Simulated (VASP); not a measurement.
# W (P6/mmm) in VASP: further runs

The runs below take W through single point, with BLYP.

Program: VASP 6.6.1. These are calculated values, not measurements. Logs are shortened: lines on timing, memory, paths and dates and some standing lists are left out, and cuts for length are marked.

**1. The cell of the first run**

The structure is hexagonal, space group P6/mmm (No. 191). Conventional cell: a = 4.618 Å, b = 4.618 Å, c = 2.563 Å, α = 90.00°, β = 90.00°, γ = 120.00°. Within 3.4 Å of W (site symmetry 6/mmm) lie 14 W at 2.56 to 2.96 Å. W (site symmetry -6m2) has 11 W at 2.56 to 2.96 Å within 3.4 Å.

This isn't the form of W at room conditions, which is bcc.

**2. Single point, BLYP (15.78 Å³/atom)**

Input file INCAR:

```
  PREC = Accurate
  ENCUT = 520
  EDIFF = 1E-7
  ISMEAR = -1
  SIGMA = 0.1
  LREAL = False
  LASPH = True
  NELM = 80
  ALGO = Normal
  ISIF = 2
  LWAVE = False
  LCHARG = False
  GGA = B5
  ALDAX = 1.0
  AGGAX = 1.0
  AGGAC = 1.0
  ALDAC = 0.0
  NBANDS = 28
```

Input file KPOINTS:

```
regular mesh
0
Gamma
  9 9 13
```

Input file POSCAR:

```
W
1.0
    4.6178555972      0.0000000000      0.0000000000
   -2.3089277986      3.9991802581      0.0000000000
    0.0000000000      0.0000000000      2.5632909079
W
3
Direct
    1.0000000000      0.0000000000      0.0000000000
    0.3333333333      0.6666666667      0.5000000000
    0.6666666667      0.3333333333      0.5000000000
```

Potentials or basis: VASP PAW PBE potentials, release 64 (W_sv).

The run is started by

```console
$ cat potpaw_PBE.64/W_sv/POTCAR > POTCAR
$ mpirun -np 1 vasp_std > vasp.out
```

OUTCAR:

```text
PREC = Accurate
   ENCUT = 520
   EDIFF = 1E-7
   ISMEAR = -1
   LREAL = False
   LASPH = True
   NELM = 80
   ISIF = 2
   GGA = B5

 ion  position               nearest neighbor table
   1  0.000  0.000  0.000-   2 2.96   3 2.96   2 2.96   3 2.96   2 2.96   2 2.96   3 2.96   3 2.96
                             3 2.96   3 2.96   2 2.96   2 2.96
   2  0.333  0.667  0.500-   3 2.67   3 2.67   3 2.67   1 2.96   1 2.96   1 2.96   1 2.96   1 2.96
                             1 2.96
   3  0.667  0.333  0.500-   2 2.67   2 2.67   2 2.67   1 2.96   1 2.96   1 2.96   1 2.96   1 2.96
                             1 2.96

  LATTYP: Found a hexagonal cell.
 ALAT       =     4.6178555972
 C/A-ratio  =     0.5550825170

  Lattice vectors:

 A1 = (   4.6178555972,   0.0000000000,   0.0000000000)
 A2 = (  -2.3089277986,   3.9991802581,   0.0000000000)
 A3 = (   0.0000000000,   0.0000000000,   2.5632909079)

Analysis of symmetry for initial positions (statically):
=====================================================================
 Subroutine PRICEL returns:
 Original cell was already a primitive cell.

 Routine SETGRP: Setting up the symmetry group for a
 hexagonal supercell.

 Subroutine GETGRP returns: Found 24 space group operations
 (whereof 24 operations were pure point group operations)
 out of a pool of 24 trial point group operations.

The static configuration has the point symmetry D_6h.

Analysis of symmetry for dynamics (positions and initial velocities):
=====================================================================
 Subroutine PRICEL returns:
 Original cell was already a primitive cell.

 Routine SETGRP: Setting up the symmetry group for a
 hexagonal supercell.

 Subroutine GETGRP returns: Found 24 space group operations
 (whereof 24 operations were pure point group operations)
 out of a pool of 24 trial point group operations.

The dynamic configuration has the point symmetry D_6h.

 Subroutine INISYM returns: Found 24 space group operations
 (whereof 24 operations are pure point group operations),
 and found     1 'primitive' translations

----------------------------------------------------------------------------------------

                                     Primitive cell

  volume of cell :      47.3379

  direct lattice vectors                    reciprocal lattice vectors
     4.617855597  0.000000000  0.000000000     0.216550730  0.125025622  0.000000000
    -2.308927799  3.999180258  0.000000000     0.000000000  0.250051244  0.000000000
     0.000000000  0.000000000  2.563290908     0.000000000  0.000000000  0.390123492

  length of vectors
     4.617855597  4.617855597  2.563290908     0.250051244  0.250051244  0.390123492

  position of ions in fractional coordinates (direct lattice)
     0.000000000  0.000000000  0.000000000
     0.333333333  0.666666667  0.500000000
     0.666666667  0.333333333  0.500000000

  ion indices of the primitive-cell ions
   primitive index   ion index
                 1           1
                 2           2
                 3           3

----------------------------------------------------------------------------------------

 KPOINTS: regular mesh

Automatic generation of k-mesh.
 Grid dimensions read from file:
 generate k-points for:    9    9   13

 Generating k-lattice:

  Cartesian coordinates                     Fractional coordinates (reciprocal lattice)
     0.024061192  0.013891736  0.000000000     0.111111111  0.000000000  0.000000000
     0.000000000  0.027783472  0.000000000     0.000000000  0.111111111  0.000000000
     0.000000000  0.000000000  0.030009499     0.000000000  0.000000000  0.076923077

  Length of vectors
     0.027783472  0.027783472  0.030009499

  Shift w.r.t. Gamma in fractional coordinates (k-lattice)
     0.000000000  0.000000000  0.000000000

 Subroutine IBZKPT returns following result:
 ===========================================

 Found     84 irreducible k-points:

 Following reciprocal coordinates:
            Coordinates               Weight
  0.000000  0.000000  0.000000      1.000000
  0.111111  0.000000  0.000000      6.000000
  0.222222  0.000000  0.000000      6.000000
  0.333333  0.000000  0.000000      6.000000
  0.444444  0.000000  0.000000      6.000000
  0.111111  0.111111  0.000000      6.000000
[... 16 lines left out ...]
  0.333333  0.222222  0.076923     24.000000
  0.333333  0.333333  0.076923      4.000000
 [... further k-points ...]
   k-points           NKPTS =     84   k-points in BZ     NKDIM =     84   number of bands    NBANDS=     28
   number of dos      NEDOS =    301   number of ions     NIONS =      3
   total plane-waves  NPLWV =  25920
   dimension x,y,z NGX =    36 NGY =   36 NGZ =   20
   dimension x,y,z NGXF=    72 NGYF=   72 NGZF=   40
   ions per type =               3
   NGX,Y,Z   is equivalent  to a cutoff of  12.96, 12.96, 12.97 a.u.
   NGXF,Y,Z  is equivalent  to a cutoff of  25.92, 25.92, 25.94 a.u.
 SYSTEM =  unknown system
   PREC   = accura    normal or accurate (medium, high low for compatibility)
   ISTART =      0    job   : 0-new  1-cont  2-samecut
   ICHARG =      2    charge: 1-file 2-atom 10-const
   ISPIN  =      1    spin polarized calculation?
   LNONCOLLINEAR =      F non collinear calculations
   LSORBIT =      F    spin-orbit coupling
   LASPH  =      T    aspherical Exc in radial PAW
   ENCUT  =  520.0 eV  38.22 Ry    6.18 a.u.   8.59  8.59  4.77*2*pi/ulx,y,z
   NELM   =     80;   NELMIN=  2; NELMDL= -5     # of ELM steps
   EDIFF  = 0.1E-06   stopping-criterion for ELM
   LREAL  =      F    real-space projection
   EDIFFG = 0.1E-05   stopping-criterion for IOM
   NSW    =      0    number of steps for IOM
   IBRION =     -1    ionic relax: 0-MD 1-quasi-New 2-CG
   NFREE  =      0    steps in history (QN), initial steepest desc. (CG)
   ISIF   =      2    stress and relaxation
   ISYM   =      2    0-nonsym 1-usesym 2-fastsym
   POTIM  = 0.5000    time-step for ionic-motion
   TEBEG  =    0.0;   TEEND  =   0.0 temperature during run
   PSTRESS=    0.0 pullay stress
   NELECT =      42.0000    total number of electrons
   NUPDOWN=      -1.0000    fix difference up-down
   EMIN   =  10.00;   EMAX   =-10.00  energy-range for DOS
   EFERMI =   0.00;   METHOD = LEGACY
   ISMEAR =    -1;   SIGMA  =   0.10  broadening in eV -4-tet -1-fermi 0-gaus
   EFERMI_NEDOS =   21; number of points for ismear=-14 and -15
   IALGO  =     38    algorithm
   IMIX   =      4    mixing-type and parameters
     AMIX     =   0.40;   BMIX     =  1.00
     AMIX_MAG =   1.60;   BMIX_MAG =  1.00
  volume/ion in A,a.u.               =      15.78       106.48
  Fermi-wavevector in a.u.,A,eV,Ry     =   1.573095  2.972718 33.669341  2.474627
  Thomas-Fermi vector in A             =   2.674431
   LORBIT       =      0    0 simple, 1 ext, 2 COOP (PROOUT), +10 PAW based schemes
   GGA     = B5    functional components
   LHFCALC =     F    Hartree Fock is set to
   AEXX    =    0.0000 exact exchange contribution
   IVDW    =     0    specifies the selected vdW correction
   LEPSILON=     F    determine dielectric tensor
   LRPA    =     F    only Hartree local field effects (RPA)
 non-spin polarized calculation
  energy-cutoff  :      520.00
  volume of cell :       47.34
 maximum number of plane-waves:      1293
 NGX is ok and might be reduce to    36
   NGX = 17   NGY = 17   NGZ =  9

 number of electron      42.0000013 magnetization

 Free energy of the ion-electron system (eV)
  ---------------------------------------------------
  ext. energy  EPLUGINS =         0.00000000
  ---------------------------------------------------
  free energy    TOTEN  =       -32.10390793 eV

  energy without entropy =      -31.99230956  energy(sigma->0) =      -32.04810874

 E-fermi :  11.8689     XC(G=0): -12.9837

 val. band max:       11.8657370714   @ k =   0.3333   0.1111   0.0000
 cond. band min:      11.8782708407   @ k =   0.2222   0.0000   0.4615
 fundamental gap:      0.0125337693
 Fermi energy:        11.8688772252

 k-point     1 :       0.0000    0.0000    0.0000
  band No.  band energies     occupation
      1     -61.6911      2.00000
      2     -61.4866      2.00000
      3     -61.3683      2.00000
      4     -26.3941      2.00000
      5     -26.3941      2.00000
      6     -26.3408      2.00000
[... 20 lines left out ...]
     27      17.4304      0.00000
     28      17.4304      0.00000

 k-point     2 :       0.1111    0.0000    0.0000
  band No.  band energies     occupation
      1     -61.6897      2.00000
      2     -61.4846      2.00000
      3     -61.3718      2.00000
      4     -26.4956      2.00000
      5     -26.4723      2.00000
      6     -26.2310      2.00000
[... 20 lines left out ...]
     27      17.1311      0.00000
     28      17.3856      0.00000

 k-point     3 :       0.2222    0.0000    0.0000
  band No.  band energies     occupation
      1     -61.6863      2.00000
      2     -61.4783      2.00000
      3     -61.3817      2.00000
      4     -26.5998      2.00000
      5     -26.5016      2.00000
      6     -26.1036      2.00000
[... 20 lines left out ...]
     27      16.4002      0.00000
     28      17.2487      0.00000

 k-point     4 :       0.3333    0.0000    0.0000
  band No.  band energies     occupation
      1     -61.6825      2.00000
      2     -61.4681      2.00000
      3     -61.3959      2.00000
      4     -26.6754      2.00000
      5     -26.4501      2.00000
      6     -26.0128      2.00000
[... 20 lines left out ...]
     27      15.9948      0.00000
     28      17.0144      0.00000

 k-point     5 :       0.4444    0.0000    0.0000
  band No.  band energies     occupation
      1     -61.6802      2.00000
      2     -61.4577      2.00000
      3     -61.4088      2.00000
      4     -26.7151      2.00000
      5     -26.3261      2.00000
      6     -26.1434      2.00000
[... 20 lines left out ...]
     27      16.2311      0.00000
     28      16.3784      0.00000

 k-point     6 :       0.1111    0.1111    0.0000
  band No.  band energies     occupation
      1     -61.6873      2.00000
      2     -61.4804      2.00000
      3     -61.3786      2.00000
      4     -26.5507      2.00000
      5     -26.5282      2.00000
      6     -26.1297      2.00000
[... 463 lines left out ...]
      5     -26.2750      2.00000
      6     -26.2525      2.00000
[... 20 lines left out ...]
     27      16.2124      0.00000
     28      16.4398      0.00000

 k-point    22 :       0.2222    0.2222    0.0769
  band No.  band energies     occupation
      1     -61.6732      2.00000
      2     -61.4534      2.00000
      3     -61.3968      2.00000
      4     -26.5733      2.00000
      5     -26.5129      2.00000
      6     -26.0964      2.00000
[... 20 lines left out ...]
     27      15.9580      0.00000
     28      16.5961      0.00000

 k-point    23 :       0.3333    0.2222    0.0769
  band No.  band energies     occupation
      1     -61.6716      2.00000
      2     -61.4408      2.00000
      3     -61.4112      2.00000
      4     -26.5763      2.00000
      5     -26.4148      2.00000
      6     -26.2515      2.00000
[... 20 lines left out ...]
     27      16.1418      0.00000
     28      16.3872      0.00000

 k-point    24 :       0.3333    0.3333    0.0769
  band No.  band energies     occupation
      1     -61.6712      2.00000
      2     -61.4263      2.00000
      3     -61.4263      2.00000
      4     -26.4857      2.00000
      5     -26.3959      2.00000
      6     -26.3959      2.00000
[... 20 lines left out ...]
     27      15.7484      0.00000
     28      16.4591      0.00000

 [... further k-points ...]

------------------------ aborting loop because EDIFF is reached ----------------------------------------

  FORCE on cell =-STRESS in cart. coord.  units (eV):
  Direction    XX          YY          ZZ          XY          YZ          ZX
  --------------------------------------------------------------------------------------
  -------------------------------------------------------------------------------------
  Total        7.7303094      7.7303094      8.5360893      0.0000000     -0.0000000      0.0000000
  in kB      261.6364413    261.6364413    288.9084927      0.0000000     -0.0000000      0.0000000
  external PRESSURE =     270.7271251 kB  Pullay stress =       0.0000000 kB

 VOLUME and BASIS-vectors are now :
 -----------------------------------------------------------------------------
  energy-cutoff  :      520.00
  volume of cell :       47.34
      direct lattice vectors                 reciprocal lattice vectors
     4.617855597  0.000000000  0.000000000     0.216550730  0.125025622  0.000000000
    -2.308927799  3.999180258  0.000000000     0.000000000  0.250051244  0.000000000
     0.000000000  0.000000000  2.563290908     0.000000000  0.000000000  0.390123492

 POSITION                                       TOTAL-FORCE (eV/Angst)
 -----------------------------------------------------------------------------------
      0.00000      0.00000      0.00000         0.000000      0.000000      0.000000
     -0.00000      2.66612      1.28165        -0.000000     -0.000000      0.000000
      2.30893      1.33306      1.28165         0.000000      0.000000      0.000000
 -----------------------------------------------------------------------------------
    total drift:                                0.000000      0.000000     -0.000000

  FREE ENERGIE OF THE ION-ELECTRON SYSTEM (eV)
  ---------------------------------------------------
  free  energy   TOTEN  =       -32.1039079288 eV

  energy  without entropy=      -31.9923095578  energy(sigma->0) =      -32.04810874
```

Wall time 2.9 min (1 thread of Intel Xeon 8259CL, shared host); peak memory 0.22 GiB.

Results:

* Free energy: -32.1039 eV
* Pressure: 27.1 GPa
* Band gap on the k mesh: zero (bands 21 and 22 overlap by 1.04 eV)

Caveat: the cell stands under pressure; the PAW data sets were made with another functional, which shifts forces and pressure a little; spin-orbit coupling is left out, which moves the levels of the heavy elements.

**3. Single point, BLYP (16.47 Å³/atom)**

This run uses another cell than the first one, of 16.47 Å³/atom.

Input file INCAR:

```
SYSTEM = W
AGGAC = 1.0 ; AGGAX = 1.0
ALDAC = 0.0 ; ALDAX = 1.0
ALGO = Normal ; EDIFF = 1E-7
ENCUT = 520 ; GGA = B5
ISIF = 2 ; ISMEAR = -1
LASPH = .True. ; LCHARG = .False.
LREAL = .False. ; LWAVE = .False.
NBANDS = 28 ; NELM = 100
PREC = Accurate ; SIGMA = 0.1
```

Input file KPOINTS:

```
k-points
0
Gamma
  9 9 13
  0 0 0
```

Input file POSCAR:

```
W
1.0
    4.6838338769      0.0000000000      0.0000000000
   -2.3419169384      4.0563191245      0.0000000000
    0.0000000000      0.0000000000      2.5999142975
W
3
Direct
    1.0000000000      0.0000000000      0.0000000000
    0.3333333333      0.6666666667      0.5000000000
    0.6666666667      0.3333333333      0.5000000000
```

Potentials or basis: VASP PAW PBE potentials, release 64 (W_sv).

The run is started by

```console
$ cat potpaw_PBE.64/W_sv/POTCAR > POTCAR
$ mpirun -np 1 vasp_std > vasp.out
```

It took 2.7 min on 1 thread of Intel Xeon 8259CL, shared host; peak memory 0.23 GiB.

The run converged. Its results:

| Quantity | Value |
| --- | --- |
| Free energy | -32.3590 eV |
| Pressure | 13.0 GPa |
| Band gap on the k mesh | zero (bands 21 and 22 overlap by 0.88 eV) |

Stress tensor (GPa, compression positive):
```
12.78  0.00  0.00
 0.00 12.78  0.00
 0.00  0.00 13.41
```

Levels at points of the mesh, in eV from the Fermi level:
| k point | band 17 | band 18 | band 19 | band 20 | band 21 | band 22 | band 23 | band 24 | band 25 | band 26 |
| --- | --- | --- | --- | --- | --- | --- | --- | --- | --- | --- |
| (0.00, 0.00, 0.00) | -2.40 | -2.37 | -2.35 | -2.35 | -0.37 | -0.37 | 2.10 | 2.10 | 2.19 | 2.19 |

Caveat: the cell stands under pressure; the PAW data sets were made with another functional, which shifts forces and pressure a little; spin-orbit coupling is left out, which moves the levels of the heavy elements.

[end of part 1 of 2]
